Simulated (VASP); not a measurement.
Here is a VASP 6.6.1 calculation.

File POSCAR:

```
GaC
1.0
    3.2118167554      0.0000000000      0.0000000000
   -1.6059083777      2.7815149025      0.0000000000
    0.0000000000      0.0000000000      5.5813510102
Ga C
2 2
Direct
    0.3333333333      0.6666666667      0.0140279992
    0.6666666667      0.3333333333      0.5140279992
    0.3333333333      0.6666666667      0.3680720008
    0.6666666667      0.3333333333      0.8680720008
```

Contents of INCAR.step1:

```
PREC = Accurate ; ENCUT = 660
ISMEAR = 0 ; SIGMA = 0.1
LREAL = False ; LASPH = True
NELM = 120 ; NBANDS = 25
GGA = PE ; ALGO = Normal
EDIFF = 1E-5 ; LWAVE = True
LCHARG = False ; GGA_COMPAT = False
```

The input INCAR.step2:

```
PREC = Accurate ; ENCUT = 660
EDIFF = 1E-6 ; ISMEAR = 0
SIGMA = 0.1 ; LREAL = False
LASPH = True ; NELM = 120
ALGO = Normal ; ISIF = 2
LWAVE = False ; LCHARG = False
METAGGA = R2SCAN ; LMIXTAU = True
IVDW = 12 ; VDW_S6 = 1.0
VDW_S8 = 0.78981345 ; VDW_A1 = 0.49484001
VDW_A2 = 5.73083694 ; NBANDS = 25
ISTART = 1 ; GGA_COMPAT = False
```

KPOINTS

```
regular mesh
0
Gamma
  18 18 8
```

Potentials or basis: VASP PAW PBE potentials, release 64 (Ga_d, C).

The run is started by

```bash
$ cat potpaw_PBE.64/Ga_d/POTCAR potpaw_PBE.64/C/POTCAR > POTCAR
$ cp INCAR.step1 INCAR
$ mpirun -np 1 vasp_std > vasp.out
$ cp INCAR.step2 INCAR
$ mpirun -np 1 vasp_std > vasp.out
```

Estimate the pressure.

-0.1 GPa.

Estimate the band gap on the k mesh.

zero (bands 17 and 18 overlap by 3.79 eV).

Predict the dispersion energy per atom.

-0.112 eV.

Caveat: three body term missing; the PAW data sets were made with another functional, which shifts forces and pressure a little.
